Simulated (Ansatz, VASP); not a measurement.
**SnS2 in VASP and in Ansatz**

```
CELL_PARAMETERS angstrom
3.65093 0.00000 0.00000
-1.82547 3.16180 0.00000
0.00000 0.00000 6.06992
ATOMIC_POSITIONS crystal
Sn 0.00000 0.00000 0.00000
S 0.33333 0.66667 0.24283
S 0.66667 0.33333 0.75717
```

Alike in both runs: task electric field gradients; functional PBEsol; k mesh 12 × 12 × 6; no spin polarisation.

|  | VASP | Ansatz |
| --- | --- | --- |
| version | VASP 6.6.1 | Ansatz 0.2.0 |
| potentials or method | VASP PAW PBE potentials, release 64 (Sn_d, S), cutoff 400 eV | scalar-relativistic, plane waves, PAW |
| occupations | gaussian, width 0.01 eV | fixed |
| valence electrons in the cell | 26 | 26 |

|  | VASP | Ansatz | Ansatz less VASP |
| --- | --- | --- | --- |
| gap on the k mesh at the Fermi level (eV) | 1.44 | 1.44 | 0.000 |
| least direct gap on the mesh (eV) | 1.83 | 1.83 | -0.002 |
| pressure (GPa) | -0.1 | 0.0 | +0.06 |
| size of Vzz on the site where it differs most (V/Å²) | 9.2 | 7.0 | -2.20 |

VASP's potentials were made for PBE, not for PBEsol.
